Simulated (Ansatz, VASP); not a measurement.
One calculation of Sb, two programs

```xyz
2
Lattice="3.3577 0.0000 0.0000 -1.6789 2.9079 0.0000 0.0000 0.0000 5.3122" Properties=species:S:1:pos:R:3 pbc="T T T"
Sb    0.0000    1.9386    1.3280
Sb    1.6789    0.9693    3.9841
```

Change from the starting cell: volume scaled by 0.99, PAW files.

Alike in both runs: task electric field gradients; functional PBEsol; k mesh 12 × 12 × 7; occupations fermi-dirac, width 0.05 eV; no spin polarisation.

```csv
,VASP,Ansatz
version,VASP 6.6.1,Ansatz 0.2.0
potentials or method,"VASP PAW PBE potentials, release 64 (Sb)","PAW with Ansatz's default frozen-core files, scalar-relativistic"
plane-wave cutoff (eV),520,420
valence electrons in the cell,10,30
```

|  | VASP | Ansatz | Ansatz less VASP |
| --- | --- | --- | --- |
| pressure (GPa) | 0.5 | 0.5 | 0.00 |
| traceless stress, the component that is largest in VASP (GPa) | -0.84 | -0.84 | 0.000 |
| size of Vzz on the site where it differs most (V/Å²) | 20.4 | 22.3 | +1.89 |

VASP's potentials were made for PBE, not for PBEsol. VASP's potentials hold 10 valence electrons a cell and Ansatz's 30, so a difference there can come from the potentials and not from the codes.

Spin-orbit coupling is off throughout.
